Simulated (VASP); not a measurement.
Hf3Si2W: single point with PBE

Crystal: Hf3Si2W.

```
Hf Si W
1.0
     2.85719    1.64960    4.26540
    -2.85719    1.64960    4.26540
     0.00000   -3.29920    4.26540
Hf Si W
3 2 1
Direct
  0.00000 0.50000 0.00000
  0.50000 0.00000 0.00000
  0.00000 0.00000 0.50000
  0.63247 0.63247 0.63247
  0.36753 0.36753 0.36753
  0.00000 0.00000 0.00000
```

The cell was generated, and may not be a known phase.

* Program: VASP 6.6.1
* Task: single point
* Functional: PBE
* Potentials or basis: VASP PAW PBE potentials, release 64 (Hf_pv, Si, W_sv)
* Cutoff: 500 eV
* k mesh: 12 × 12 × 12
* Occupations: gaussian, width 0.1 eV
* Spin: no spin polarisation
* Dipole correction: no
* Further INCAR settings: ALGO = Normal; EDIFF = 1e-06; NBANDS = 35

```json
{
 "Pressure": "-0.3 GPa",
 "Largest force": "0.007 eV/Å",
 "Band gap on the k mesh": "zero (bands 26 and 27 overlap by 1.08 eV)"
}
```

Forces on the atoms (eV/Å):
```
Hf   0.000  0.000  0.000
Hf   0.000  0.000  0.000
Hf   0.000  0.000  0.000
Si   0.000  0.000  0.007
Si   0.000  0.000 -0.007
W    0.000  0.000  0.000
```

Levels at points of the mesh, in eV from the Fermi level:
| k point | band 23 | band 24 | band 25 | band 26 | band 27 | band 28 | band 29 | band 30 |
| --- | --- | --- | --- | --- | --- | --- | --- | --- |
| (0.00, 0.00, 0.00) | -1.07 | -1.07 | -0.74 | -0.74 | -0.45 | 1.32 | 2.91 | 2.91 |
| (0.50, 0.00, 0.00) | -1.15 | -0.79 | -0.10 | -0.10 | 0.34 | 0.72 | 0.85 | 0.94 |
| (0.50, 0.50, 0.00) | -1.04 | -0.93 | -0.09 | 0.06 | 0.18 | 0.92 | 1.16 | 1.21 |
| (0.50, 0.50, 0.50) | -0.86 | -0.86 | -0.07 | -0.07 | 0.23 | 0.73 | 0.73 | 0.74 |

Run time: 9.8 min on 1 thread of Intel(R) Xeon(R) Platinum 8488C (Sapphire Rapids) (shared host), peak memory 0.75 GiB.

Caveat: spin-orbit coupling is left out, which moves the levels of the heavy elements.
